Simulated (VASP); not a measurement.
Here is a VASP 6.6.1 calculation.

Contents of POSCAR:

```
CaO
1.0
    0.0000000000      2.5224700000      2.4490000000
    2.5224700000      0.0000000000      2.4490000000
    2.5224700000      2.5224700000      0.0000000000
Ca O
1 1
Direct
    0.0000000000      0.0000000000      0.0000000000
    0.5000000000      0.5000000000      0.5000000000
```

INCAR.step1

```
SYSTEM = CaO
PREC = Accurate
ENCUT = 520
ISMEAR = 0
SIGMA = 0.05
LREAL = .FALSE.
LASPH = .TRUE.
NELM = 60
NBANDS = 15
GGA = PE
ALGO = Normal
EDIFF = 1E-4
LWAVE = .TRUE.
LCHARG = .FALSE.
```

File INCAR.step2:

```
SYSTEM = CaO
PREC = Accurate
ENCUT = 520
EDIFF = 1E-6
ISMEAR = 0
SIGMA = 0.05
LREAL = .FALSE.
LASPH = .TRUE.
NELM = 60
ALGO = Normal
ISIF = 2
LWAVE = .FALSE.
LCHARG = .FALSE.
METAGGA = R2SCAN
LMIXTAU = .TRUE.
NBANDS = 15
ISTART = 1
```

File KPOINTS:

```
regular mesh
0
G
  8 8 8
  0 0 0
```

Potentials or basis: VASP PAW PBE potentials, release 64 (Ca_sv, O).

The run is started by

```sh
$ cat potpaw_PBE.64/Ca_sv/POTCAR potpaw_PBE.64/O/POTCAR > POTCAR
$ cp INCAR.step1 INCAR
$ mpirun -np 1 vasp_std > vasp.out
$ cp INCAR.step2 INCAR
$ mpirun -np 1 vasp_std > vasp.out
```

(1) What does it give for the band gap on the k mesh?

(2) What does it give for the pressure?

## Answers

(1) 4.09 eV (least direct gap 4.46 eV).

(2) -10.3 GPa.

Caveat: the cell differs from its parent crystal (strain +0.030 along x and y, +0.000 along z); the cell stands under tension; the PAW data sets were made with another functional, which shifts forces and pressure a little.
